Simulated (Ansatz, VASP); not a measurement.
## Two plane-wave programs on H3BrO

Contents of INCAR:

```
SYSTEM = H3BrO
  PREC = Accurate
  ENCUT = 520
  EDIFF = 1E-7
  ISMEAR = 1
  SIGMA = 0.02
  LREAL = .FALSE.
  LASPH = .TRUE.
  NELM = 80
  ALGO = Normal
  ISIF = 2
  LWAVE = .FALSE.
  LCHARG = .FALSE.
  GGA = CA
  NBANDS = 16
```

Contents of KPOINTS:

```
regular mesh
0
G
  6 6 6
  0 0 0
```

The input POSCAR:

```
H3BrO
1.0
    3.4864190000     -2.4762090000      0.0000000000
    3.4864190000      2.4762090000      0.0000000000
   -1.7143410000      0.0000000000      4.0845760000
H Br O
3 1 1
Direct
    0.3144720000      0.3144720000      0.3524410000
    0.6426750000      0.3079420000      0.6800360000
    0.3079420000      0.6426750000      0.6800360000
    0.0160870000      0.0160870000      0.9886600000
    0.4602420000      0.4602420000      0.5362860000
```

Input for Ansatz:

```yaml
crystal:
  lattice:
    - [3.486419, -2.476209, 0.0]
    - [3.486419, 2.476209, 0.0]
    - [-1.714341, 0.0, 4.084576]
  atoms:
    - { symbol: H, position: [0.314472, 0.314472, 0.352441] }
    - { symbol: H, position: [0.642675, 0.307942, 0.680036] }
    - { symbol: H, position: [0.307942, 0.642675, 0.680036] }
    - { symbol: Br, position: [0.016087, 0.016087, 0.98866] }
    - { symbol: O, position: [0.460242, 0.460242, 0.536286] }
kpoints:
  mp_grid:
    grid: [6, 6, 6]
hamiltonian:
  xc: lda
scf:
  occupations:
    method: methfessel_paxton
    width: 0.02
  n_extra_bands: 2
output:
  eigenvalues: true
```

Alike in both runs: task single point; functional LDA; k mesh 6 × 6 × 6; occupations methfessel-paxton of order 1, width 0.02 eV; no spin polarisation.

|  | VASP | Ansatz |
| --- | --- | --- |
| version | VASP 6.6.1 | Ansatz 0.2.0 |
| potentials or method | VASP PAW LDA potentials, release 64 (H, Br, O) | plane waves, PAW |
| plane-wave cutoff (eV) | 520 | 420 |
| valence electrons in the cell | 16 | 16 |

```tsv
	VASP	Ansatz	Ansatz less VASP
gap on the k mesh at the Fermi level (eV)	4.06	4.05	-0.008
```

LDA's correlation is that of Perdew and Zunger in VASP and of Perdew and Wang (1992) in Ansatz.
